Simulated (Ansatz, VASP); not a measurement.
One calculation of IrSe, two programs

File POSCAR:

```
IrSe
1.0
    0.0000000000      2.5929884902      2.5929884902
    2.5929884902      0.0000000000      2.5929884902
    2.5929884902      2.5929884902      0.0000000000
Ir Se
1 1
Direct
    0.5000000000      0.5000000000      0.5000000000
    0.0000000000      0.0000000000      0.0000000000
```

File INCAR.step1:

```
SYSTEM = IrSe
PREC = Accurate ; ENCUT = 520
ISMEAR = 0 ; SIGMA = 0.05
LREAL = .False. ; LASPH = .True.
NELM = 100 ; NBANDS = 14
GGA = PE ; ALGO = Normal
EDIFF = 1E-4 ; LWAVE = .True.
LCHARG = .False.
```

The input INCAR.step2:

```
SYSTEM = IrSe
PREC = Accurate ; ENCUT = 520
EDIFF = 1E-6 ; ISMEAR = 0
SIGMA = 0.05 ; LREAL = .False.
LASPH = .True. ; NELM = 100
ALGO = Normal ; ISIF = 2
LWAVE = .False. ; LCHARG = .False.
METAGGA = R2SCAN ; LMIXTAU = .True.
NBANDS = 14 ; ISTART = 1
```

KPOINTS

```
Automatic mesh
0
Gamma
  12 12 12
  0 0 0
```

Input for Ansatz:

```yaml
crystal:
  lattice:
    - [0.0, 2.5929884902, 2.5929884902]
    - [2.5929884902, 0.0, 2.5929884902]
    - [2.5929884902, 2.5929884902, 0.0]
  atoms:
    - { symbol: Ir, position: [0.5, 0.5, 0.5] }
    - { symbol: Se, position: [0.0, 0.0, 0.0] }
basis:
  ecutwfc: 500
  ecutrho_ratio: 4
kpoints:
  mp_grid: { grid: [12, 12, 12] }
hamiltonian:
  xc: r2scan
scf:
  occupations: { method: gaussian, width: 0.05 }
output:
  forces: true
  stress: true
  eigenvalues: true
```

Alike in both runs: task single point; functional r2SCAN; k mesh 12 × 12 × 12; occupations gaussian, width 0.05 eV; no spin polarisation.

|  | VASP | Ansatz |
| --- | --- | --- |
| version | VASP 6.6.1 | Ansatz 0.2.0 |
| potentials or method | VASP PAW PBE potentials, release 64 (Ir, Se), cutoff 520 eV | scalar-relativistic, plane waves, PAW |
| valence electrons in the cell | 15 | 33 |

|  | VASP | Ansatz | Ansatz less VASP |
| --- | --- | --- | --- |
| gap on the k mesh at the Fermi level (eV) | none | none | - |
| pressure (GPa) | -2.6 | -3.2 | -0.62 |

VASP's potentials were made for PBE, not for r2SCAN. A gap of «none» marks a metal or a gap that the smearing closes. VASP's potentials hold 15 valence electrons a cell and Ansatz's 33, so a difference there can come from the potentials and not from the codes.

Spin-orbit coupling is off throughout.
